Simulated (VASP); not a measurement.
## HfC (CsCl type): single point with PBE

The system is HfC (CsCl type).

```
Hf C
1.0
     2.82146    0.00000    0.00000
     0.00000    2.82146    0.00000
     0.00000    0.00000    2.82146
Hf C
1 1
Direct
  0.00000 0.00000 0.00000
  0.50000 0.50000 0.50000
```

```json
{
  "Program": "VASP 6.6.1",
  "Task": "single point",
  "Functional": "PBE",
  "Potentials or basis": "VASP PAW PBE potentials, release 64 (Hf_pv, C)",
  "Cutoff": "520 eV",
  "k mesh": "13 × 13 × 13",
  "Occupations": "fermi-dirac, width 0.05 eV",
  "Spin": "no spin polarisation",
  "Dipole correction": "no",
  "Further INCAR settings": "ALGO = Normal; EDIFF = 1e-06; NBANDS = 14"
}
```

The pressure is 18.5 GPa and the band gap on the k mesh is zero (band 7 reaches 8.49 eV, above the bottom of band 8 at 6.36 eV).

Levels at points of the mesh, in eV from the Fermi level:
```tsv
k point	band 4	band 5	band 6	band 7	band 8	band 9	band 10	band 11
(0.00, 0.00, 0.00)	-13.23	-2.14	-2.14	1.21	1.21	1.21	6.72	6.72
```

Run time: 18 s on 1 thread of Intel Xeon 8259CL, with other jobs on the host, peak memory 0.16 GiB.

Caveat: spin-orbit coupling is left out, which moves the levels of the heavy elements.
